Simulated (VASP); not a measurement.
Set up this calculation in VASP 6.6.1, as the native input.

| Item | Value |
| --- | --- |
| Task | single point |
| Functional | PBE |
| Potentials or basis | VASP PAW PBE potentials, release 64 (Ca_sv, O) |
| Cutoff | 520 eV |
| k mesh | 6 × 6 × 4 |
| Occupations | gaussian, width 0.01 eV |
| Spin | no spin polarisation |
| Dipole correction | no |
| Further INCAR settings | ALGO = Normal; EDIFF = 1e-06; NBANDS = 24 |

The structure of CaO lies in POSCAR:

```
CaO
1.0
    3.9634701420      0.0000000000      0.0000000000
   -1.9817350710      3.4324658301      0.0000000000
    0.0000000000      0.0000000000      4.7600183062
Ca O
2 2
Direct
    0.3333333333      0.6666666667      0.2500000000
    0.6666666667      0.3333333333      0.7500000000
    0.6666666667      0.3333333333      0.2500000000
    0.3333333333      0.6666666667      0.7500000000
```

One way to write it, as run:

INCAR

```
SYSTEM = CaO
PREC     = Accurate       ! precision mode
ENCUT    = 520            ! plane-wave cutoff, eV
EDIFF    = 1E-6           ! SCF threshold, eV
ISMEAR   = 0              ! smearing method
SIGMA    = 0.01           ! smearing width, eV
LREAL    = .FALSE.        ! projectors in reciprocal space
LASPH    = .TRUE.         ! aspherical terms in the spheres
NELM     = 100            ! most SCF steps
ALGO     = Normal         ! electronic algorithm
ISIF     = 2              ! what is computed and relaxed
LWAVE    = .FALSE.        ! write WAVECAR
LCHARG   = .FALSE.        ! write CHGCAR
GGA      = PE             ! functional
NBANDS   = 24             ! bands
```

KPOINTS

```
Automatic mesh
0
G
  6 6 4
  0 0 0
```

Potentials or basis: VASP PAW PBE potentials, release 64 (Ca_sv, O).

Command:

```console
$ cat potpaw_PBE.64/Ca_sv/POTCAR potpaw_PBE.64/O/POTCAR > POTCAR
$ mpirun -np 1 vasp_std > vasp.out
```

It gave:

| Item | Value |
| --- | --- |
| Pressure | 3.3 GPa |
| Band gap on the k mesh | 3.24 eV |

Caveat: the cell stands under pressure.

Run time: 16 s on 1 thread of Intel(R) Xeon(R) 6975P-C (Granite Rapids), with other jobs on the host, peak memory 0.18 GiB.
